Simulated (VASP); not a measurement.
Bi:

```
Bi
1.0
     2.24515    1.29624    3.83884
    -2.24515    1.29624    3.83884
     0.00000   -2.59248    3.83884
Bi
2
Direct
  0.23711 0.23711 0.23711
  0.76289 0.76289 0.76289
```

Base run:

| Item | Value |
| --- | --- |
| Program | VASP 6.6.1 |
| Functional | LDA |
| Potentials or basis | VASP PAW LDA potentials, release 64 (Bi_d) |
| Cutoff | 520 eV |
| k mesh | 9 × 9 × 9 |
| Occupations | fermi-dirac, width 0.6 eV |
| Spin | no spin polarisation |

Its results: band gap on the k mesh zero (bands 15 and 16 overlap by 0.02 eV); pressure 1.7 GPa; largest force 0.517 eV/Å.

Problem. The run is repeated on the same cell with these changes: k mesh from 9 × 9 × 9 to 14 × 14 × 14; occupations from fermi-dirac, width 0.6 eV to fermi-dirac, width 0.1 eV. What comes out?

Solution. Band gap on the k mesh zero (bands 15 and 16 overlap by 0.23 eV); pressure 0.1 GPa; largest force 0.042 eV/Å.

Caveats: spin-orbit coupling is left out, which moves the levels of the heavy elements; so wide a smearing shifts energies and pressures (at least some runs).
